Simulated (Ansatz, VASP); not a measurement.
# Al: VASP beside Ansatz

```xyz
1
Lattice="2.7049 0.0000 0.0000 0.0000 2.7049 0.0000 0.0000 0.0000 2.7049" Properties=species:S:1:pos:R:3 pbc="T T T"
Al    0.0000    0.0000    0.0000
```

Alike in both runs: task relaxation of cell and atoms; functional PBEsol; k mesh 20 × 20 × 20; occupations gaussian, width 0.1 eV; no spin polarisation.

|  | VASP | Ansatz |
| --- | --- | --- |
| version | VASP 6.6.1 | Ansatz 0.2.0 |
| potentials or method | VASP PAW PBE potentials, release 64 (Al), cutoff 600 eV | scalar-relativistic, plane waves, PAW |
| valence electrons in the cell | 3 | 3 |

|  | VASP | Ansatz | Ansatz less VASP |
| --- | --- | --- | --- |
| gap on the k mesh at the Fermi level, each at its own relaxed structure (eV) | none | none | - |
| relaxed volume (Å³/atom) | 19.73 | 19.72 | -0.018 |
| relaxed length of the cell vector where the two differ most in proportion (Å) | 2.702 | 2.702 | -0.0008 |

VASP's potentials were made for PBE, not for PBEsol. A gap of «none» marks a metal or a gap that the smearing closes.
